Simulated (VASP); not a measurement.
# In2O3 (Ia-3) in VASP: single point with LDA

Aim: the single point of In2O3 with LDA.

Everything below comes from runs of VASP 6.6.1. Logs are shortened: lines on timing, memory, paths and dates and some standing lists are left out, and cuts for length are marked.

## 1. The cell of the first run

It takes space group Ia-3 (No. 206, cubic). The conventional cell has a = 10.117 Å, b = 10.117 Å, c = 10.117 Å, α = 90.00°, β = 90.00°, γ = 90.00°. Within 2.9 Å of In (site symmetry -3) lie 6 O at 2.17 Å. In (site symmetry 2) has 6 O at 2.13 to 2.21 Å within 2.8 Å. O (site symmetry 1) has 4 In at 2.13 to 2.21 Å and 5 O at 2.79 to 2.96 Å within 3.0 Å.

## 2. Single point, LDA

INCAR

```
SYSTEM = In2O3
  PREC = Accurate
  ENCUT = 520
  EDIFF = 1E-6
  ISMEAR = 0
  SIGMA = 0.01
  LREAL = Auto
  LASPH = .TRUE.
  NELM = 80
  ALGO = Normal
  ISIF = 2
  LWAVE = .FALSE.
  LCHARG = .TRUE.
  LELF = .TRUE.
  LVHAR = .TRUE.
  NBANDS = 202
```

KPOINTS

```
Automatic mesh
0
G
  2 2 2
  0 0 0
```

POSCAR

```
In2O3
1.0
   -5.0585000000      5.0585000000      5.0585000000
    5.0585000000     -5.0585000000      5.0585000000
    5.0585000000      5.0585000000     -5.0585000000
In O
16 24
Direct
    0.5000000000      0.5000000000      0.5000000000
    0.5000000000      0.0000000000      0.0000000000
    0.0000000000      0.5000000000      0.0000000000
    0.0000000000      0.0000000000      0.5000000000
    0.2500000000      0.7162874635      0.4662874635
    0.7500000000      0.7837125365      0.0337125365
    0.4662874635      0.2500000000      0.7162874635
    0.0337125365      0.7500000000      0.7837125365
    0.7162874635      0.4662874635      0.2500000000
    0.7837125365      0.0337125365      0.7500000000
    0.7500000000      0.2837125365      0.5337125365
    0.2500000000      0.2162874635      0.9662874635
    0.5337125365      0.7500000000      0.2837125365
    0.9662874635      0.2500000000      0.2162874635
    0.2837125365      0.5337125365      0.7500000000
    0.2162874635      0.9662874635      0.2500000000
    0.5365380890      0.7719319154      0.5439757978
    0.7279561176      0.9925622912      0.9560242022
    0.9634619110      0.5074377088      0.2353938264
    0.7720438824      0.7280680846      0.2646061736
    0.5439757978      0.5365380890      0.7719319154
    0.9560242022      0.7279561176      0.9925622912
    0.2353938264      0.9634619110      0.5074377088
    0.2646061736      0.7720438824      0.7280680846
    0.7719319154      0.5439757978      0.5365380890
    0.9925622912      0.9560242022      0.7279561176
    0.5074377088      0.2353938264      0.9634619110
    0.7280680846      0.2646061736      0.7720438824
    0.4634619110      0.2280680846      0.4560242022
    0.2720438824      0.0074377088      0.0439757978
    0.0365380890      0.4925622912      0.7646061736
    0.2279561176      0.2719319154      0.7353938264
    0.4560242022      0.4634619110      0.2280680846
    0.0439757978      0.2720438824      0.0074377088
    0.7646061736      0.0365380890      0.4925622912
    0.7353938264      0.2279561176      0.2719319154
    0.2280680846      0.4560242022      0.4634619110
    0.0074377088      0.0439757978      0.2720438824
    0.4925622912      0.7646061736      0.0365380890
    0.2719319154      0.7353938264      0.2279561176
```

Potentials or basis: VASP PAW LDA potentials, release 64 (In_d, O).

Run with:

```
$ cat potpaw_LDA.64/In_d/POTCAR potpaw_LDA.64/O/POTCAR > POTCAR
$ mpirun -np 1 vasp_std > vasp.out
```

OUTCAR:

```text
SYSTEM = In2O3
   PREC = Accurate
   ENCUT = 520
   EDIFF = 1E-6
   ISMEAR = 0
   LREAL = Auto
   LASPH = .TRUE.
   NELM = 80
   ISIF = 2

 ion  position               nearest neighbor table
   1  0.500  0.500  0.500-  17 2.17  21 2.17  25 2.17  29 2.17  33 2.17  37 2.17   5 3.34   7 3.34
                             9 3.34  11 3.34  13 3.34  15 3.34   8 3.83   6 3.83  12 3.83  14 3.83
   2  0.500  0.000  0.000-  27 2.17  39 2.17  18 2.17  30 2.17  36 2.17  24 2.17   6 3.34   8 3.34
                             9 3.34  12 3.34  14 3.34  15 3.34  13 3.83   7 3.83  10 3.83  16 3.83
   3  0.000  0.500  0.000-  19 2.17  31 2.17  28 2.17  22 2.17  34 2.17  40 2.17   5 3.34   8 3.34
                            10 3.34  11 3.34  14 3.34  16 3.34  12 3.83   9 3.83  15 3.83   6 3.83
   4  0.000  0.000  0.500-  23 2.17  35 2.17  32 2.17  20 2.17  26 2.17  38 2.17   6 3.34   7 3.34
                            10 3.34  12 3.34  13 3.34  16 3.34  14 3.83  11 3.83   8 3.83   5 3.83
   5  0.250  0.716  0.466-  24 2.13  23 2.13  17 2.20  19 2.20  40 2.21  37 2.21   1 3.34   3 3.34
                            15 3.36  16 3.36  13 3.36  14 3.36   2 3.83   4 3.83   7 3.84   8 3.84
   6  0.750  0.784  0.034-  22 2.13  21 2.13  18 2.20  20 2.20  39 2.21  38 2.21   2 3.34   4 3.34
                            15 3.36  16 3.36  13 3.36  14 3.36   3 3.83   1 3.83  10 3.84   8 3.84
   7  0.466  0.250  0.716-  28 2.13  27 2.13  21 2.20  23 2.20  32 2.21  29 2.21   1 3.34   4 3.34
                            15 3.36  16 3.36  11 3.36  12 3.36   2 3.83   3 3.83  10 3.84   9 3.84
   8  0.034  0.750  0.784-  26 2.13  25 2.13  24 2.20  22 2.20  31 2.21  30 2.21   2 3.34   3 3.34
                            15 3.36  16 3.36  11 3.36  12 3.36   4 3.83   1 3.83   9 3.84  10 3.84
   9  0.716  0.466  0.250-  20 2.13  19 2.13  25 2.20  27 2.20  36 2.21  33 2.21   1 3.34   2 3.34
[... 37 lines left out ...]
  39  0.493  0.765  0.037-  13 2.13   2 2.17  15 2.20   6 2.21
  40  0.272  0.735  0.228-  13 2.13   3 2.17  16 2.20   5 2.21

  LATTYP: Found a body centered cubic cell.
 ALAT       =    10.1170000000

  Lattice vectors:

 A1 = (  -5.0585000000,   5.0585000000,   5.0585000000)
 A2 = (   5.0585000000,  -5.0585000000,   5.0585000000)
 A3 = (   5.0585000000,   5.0585000000,  -5.0585000000)

Analysis of symmetry for initial positions (statically):
=====================================================================
 Subroutine PRICEL returns:
 Original cell was already a primitive cell.

 Routine SETGRP: Setting up the symmetry group for a
 body centered cubic supercell.

 Subroutine GETGRP returns: Found 24 space group operations
 (whereof  6 operations were pure point group operations)
 out of a pool of 48 trial point group operations.

The static configuration has the point symmetry S_6 .
 The point group associated with its full space group is T_h .

Analysis of symmetry for dynamics (positions and initial velocities):
=====================================================================
 Subroutine PRICEL returns:
 Original cell was already a primitive cell.

 Routine SETGRP: Setting up the symmetry group for a
 body centered cubic supercell.

 Subroutine GETGRP returns: Found 24 space group operations
 (whereof  6 operations were pure point group operations)
 out of a pool of 48 trial point group operations.

The dynamic configuration has the point symmetry S_6 .
 The point group associated with its full space group is T_h .

 Subroutine INISYM returns: Found 24 space group operations
 (whereof  6 operations are pure point group operations),
 and found     1 'primitive' translations

----------------------------------------------------------------------------------------

                                     Primitive cell

  volume of cell :     517.7561

  direct lattice vectors                    reciprocal lattice vectors
    -5.058500000  5.058500000  5.058500000     0.000000000  0.098843531  0.098843531
     5.058500000 -5.058500000  5.058500000     0.098843531  0.000000000  0.098843531
     5.058500000  5.058500000 -5.058500000     0.098843531  0.098843531  0.000000000

  length of vectors
     8.761579010  8.761579010  8.761579010     0.139785862  0.139785862  0.139785862

  position of ions in fractional coordinates (direct lattice)
     0.500000000  0.500000000  0.500000000
     0.500000000  0.000000000  0.000000000
     0.000000000  0.500000000  0.000000000
     0.000000000  0.000000000  0.500000000
     0.250000000  0.716287464  0.466287464
     0.750000000  0.783712536  0.033712536
[... 32 lines left out ...]
     0.492562291  0.764606174  0.036538089
     0.271931915  0.735393826  0.227956118

  ion indices of the primitive-cell ions
   primitive index   ion index
                 1           1
                 2           2
                 3           3
                 4           4
                 5           5
                 6           6
[... 32 lines left out ...]
                39          39
                40          40

----------------------------------------------------------------------------------------

 KPOINTS: Automatic mesh

Automatic generation of k-mesh.
 Grid dimensions read from file:
 generate k-points for:    2    2    2

 Generating k-lattice:

  Cartesian coordinates                     Fractional coordinates (reciprocal lattice)
     0.000000000  0.049421765  0.049421765     0.500000000  0.000000000  0.000000000
     0.049421765  0.000000000  0.049421765     0.000000000  0.500000000  0.000000000
     0.049421765  0.049421765  0.000000000     0.000000000  0.000000000  0.500000000

  Length of vectors
     0.069892931  0.069892931  0.069892931

  Shift w.r.t. Gamma in fractional coordinates (k-lattice)
     0.000000000  0.000000000  0.000000000

 Subroutine IBZKPT returns following result:
 ===========================================

 Found      3 irreducible k-points:

 Following reciprocal coordinates:
            Coordinates               Weight
  0.000000  0.000000  0.000000      1.000000
  0.500000  0.000000  0.000000      6.000000
  0.500000  0.500000  0.500000      1.000000
   k-points           NKPTS =      3   k-points in BZ     NKDIM =      3   number of bands    NBANDS=    202
   number of dos      NEDOS =    301   number of ions     NIONS =     40
   total plane-waves  NPLWV = 343000
   dimension x,y,z NGX =    70 NGY =   70 NGZ =   70
   dimension x,y,z NGXF=   140 NGYF=  140 NGZF=  140
   ions per type =              16  24
   NGX,Y,Z   is equivalent  to a cutoff of  13.28, 13.28, 13.28 a.u.
   NGXF,Y,Z  is equivalent  to a cutoff of  26.56, 26.56, 26.56 a.u.
 SYSTEM =  In2O3
   PREC   = accura    normal or accurate (medium, high low for compatibility)
   ISTART =      0    job   : 0-new  1-cont  2-samecut
   ICHARG =      2    charge: 1-file 2-atom 10-const
   ISPIN  =      1    spin polarized calculation?
   LNONCOLLINEAR =      F non collinear calculations
   LSORBIT =      F    spin-orbit coupling
   LASPH  =      T    aspherical Exc in radial PAW
   ENCUT  =  520.0 eV  38.22 Ry    6.18 a.u.  16.29 16.29 16.29*2*pi/ulx,y,z
   NELM   =     80;   NELMIN=  2; NELMDL= -5     # of ELM steps
   EDIFF  = 0.1E-05   stopping-criterion for ELM
   LREAL  =      T    real-space projection
   EDIFFG = 0.1E-04   stopping-criterion for IOM
   NSW    =      0    number of steps for IOM
   IBRION =     -1    ionic relax: 0-MD 1-quasi-New 2-CG
   NFREE  =      0    steps in history (QN), initial steepest desc. (CG)
   ISIF   =      2    stress and relaxation
   ISYM   =      2    0-nonsym 1-usesym 2-fastsym
   POTIM  = 0.5000    time-step for ionic-motion
   TEBEG  =    0.0;   TEEND  =   0.0 temperature during run
   PSTRESS=    0.0 pullay stress
   NELECT =     352.0000    total number of electrons
   NUPDOWN=      -1.0000    fix difference up-down
   EMIN   =  10.00;   EMAX   =-10.00  energy-range for DOS
   EFERMI =   0.00;   METHOD = LEGACY
   ISMEAR =     0;   SIGMA  =   0.01  broadening in eV -4-tet -1-fermi 0-gaus
   EFERMI_NEDOS =   21; number of points for ismear=-14 and -15
   IALGO  =     38    algorithm
   IMIX   =      4    mixing-type and parameters
     AMIX     =   0.40;   BMIX     =  1.00
     AMIX_MAG =   1.60;   BMIX_MAG =  1.00
  volume/ion in A,a.u.               =      12.94        87.35
  Fermi-wavevector in a.u.,A,eV,Ry     =   1.439508  2.720275 28.193750  2.072182
  Thomas-Fermi vector in A             =   2.558355
   LORBIT       =      0    0 simple, 1 ext, 2 COOP (PROOUT), +10 PAW based schemes
   GGA     = CA    functional components
   LHFCALC =     F    Hartree Fock is set to
   AEXX    =    0.0000 exact exchange contribution
   IVDW    =     0    specifies the selected vdW correction
   LEPSILON=     F    determine dielectric tensor
   LRPA    =     F    only Hartree local field effects (RPA)
 non-spin polarized calculation
 Gauss-broadening in eV      SIGMA  =   0.01
  energy-cutoff  :      520.00
  volume of cell :      517.76
 maximum number of plane-waves:     13990
 NGX is ok and might be reduce to    70
   NGX = 33   NGY = 33   NGZ = 33

 number of electron     352.0000110 magnetization

 Free energy of the ion-electron system (eV)
  ---------------------------------------------------
  ext. energy  EPLUGINS =         0.00000000
  ---------------------------------------------------
  free energy    TOTEN  =      -255.56188073 eV

  energy without entropy =     -255.56188073  energy(sigma->0) =     -255.56188073

 E-fermi :   5.2840     XC(G=0): -11.5552

 val. band max:        5.2156689468   @ k =   0.0000   0.0000   0.0000
 cond. band min:       6.3138062712   @ k =   0.0000   0.0000   0.0000
 fundamental gap:      1.0981373244
 Fermi energy:         5.2840158737

 k-point     1 :       0.0000    0.0000    0.0000
  band No.  band energies     occupation
      1     -12.3949      2.00000
      2     -11.7387      2.00000
      3     -11.7387      2.00000
      4     -11.6633      2.00000
      5     -11.6633      2.00000
      6     -11.6633      2.00000
[... 562 lines left out ...]
    187      11.5932      0.00000
    188      11.7409      0.00000
 [bands above 188 left out]

------------------------ aborting loop because EDIFF is reached ----------------------------------------

  FORCE on cell =-STRESS in cart. coord.  units (eV):
  Direction    XX          YY          ZZ          XY          YZ          ZX
  --------------------------------------------------------------------------------------
  -------------------------------------------------------------------------------------
  Total       -6.9154267     -6.9154267     -6.9154267     -0.0000000     -0.0000000      0.0000000
  in kB      -21.3995337    -21.3995337    -21.3995337     -0.0000000     -0.0000000      0.0000000
  external PRESSURE =     -21.3995337 kB  Pullay stress =       0.0000000 kB

 VOLUME and BASIS-vectors are now :
 -----------------------------------------------------------------------------
  energy-cutoff  :      520.00
  volume of cell :      517.76
      direct lattice vectors                 reciprocal lattice vectors
    -5.058500000  5.058500000  5.058500000     0.000000000  0.098843531  0.098843531
     5.058500000 -5.058500000  5.058500000     0.098843531  0.000000000  0.098843531
     5.058500000  5.058500000 -5.058500000     0.098843531  0.098843531  0.000000000

 POSITION                                       TOTAL-FORCE (eV/Angst)
 -----------------------------------------------------------------------------------
      2.52925      2.52925      2.52925         0.000000     -0.000000      0.000000
     -2.52925      2.52925      2.52925         0.000000     -0.000000      0.000000
      2.52925     -2.52925      2.52925         0.000000     -0.000000      0.000000
      2.52925      2.52925     -2.52925         0.000000     -0.000000      0.000000
      4.71743      0.00000      2.52925         0.009037     -0.000000      0.000000
      0.34107     -0.00000      7.58775        -0.009037      0.000000      0.000000
[... 32 lines left out ...]
      1.56096     -1.19131      6.17456         0.005233     -0.004915     -0.009351
      3.49754     -1.19131      3.94244        -0.005233     -0.004915      0.009351
 -----------------------------------------------------------------------------------
    total drift:                                0.000000      0.000000      0.000000

  FREE ENERGIE OF THE ION-ELECTRON SYSTEM (eV)
  ---------------------------------------------------
  free  energy   TOTEN  =      -255.5618807292 eV

  energy  without entropy=     -255.5618807292  energy(sigma->0) =     -255.56188073
```

Run time: 25 min. Hardware: 1 thread of Intel Xeon 8259CL, shared host; peak memory 0.59 GiB.

Results:

```
Free energy            : -255.5619 eV
Pressure               : -2.1 GPa
Largest force          : 0.012 eV/Å
Band gap on the k mesh : 1.10 eV
```

Forces in eV/Å, atoms in the order of the input:
```
In   0.000  0.000  0.000
In   0.000  0.000  0.000
In   0.000  0.000  0.000
In   0.000  0.000  0.000
In   0.009  0.000  0.000
In  -0.009  0.000  0.000
In   0.000  0.009  0.000
In   0.000 -0.009  0.000
In   0.000  0.000  0.009
In   0.000  0.000 -0.009
In  -0.009  0.000  0.000
In   0.009  0.000  0.000
In   0.000 -0.009  0.000
In   0.000  0.009  0.000
In   0.000  0.000 -0.009
In   0.000  0.000  0.009
O    0.009  0.005 -0.005
O   -0.009 -0.005 -0.005
O    0.009 -0.005  0.005
O   -0.009  0.005  0.005
O   -0.005  0.009  0.005
O   -0.005 -0.009 -0.005
O    0.005  0.009 -0.005
O    0.005 -0.009  0.005
O    0.005 -0.005  0.009
O   -0.005 -0.005 -0.009
O   -0.005  0.005  0.009
O    0.005  0.005 -0.009
O   -0.009 -0.005  0.005
O    0.009  0.005  0.005
O   -0.009  0.005 -0.005
O    0.009 -0.005 -0.005
O    0.005 -0.009 -0.005
O    0.005  0.009  0.005
O   -0.005 -0.009  0.005
O   -0.005  0.009 -0.005
O   -0.005  0.005 -0.009
O    0.005  0.005  0.009
O    0.005 -0.005 -0.009
O   -0.005 -0.005  0.009
```

Levels at points of the mesh, in eV from the valence-band top:
```tsv
k point	band 173	band 174	band 175	band 176	band 177	band 178	band 179	band 180
(0.00, 0.00, 0.00)	-0.25	0.00	0.00	0.00	1.10	5.40	5.40	5.40
(0.50, 0.00, 0.00)	-0.16	-0.16	-0.04	-0.04	3.18	3.18	4.90	4.90
(0.50, 0.50, 0.50)	-0.23	-0.23	-0.23	-0.17	4.04	4.04	4.04	4.10
```

Caveat: the k points lie up to 0.44 Å⁻¹ apart; spin-orbit coupling is left out, which moves the levels of the heavy elements.
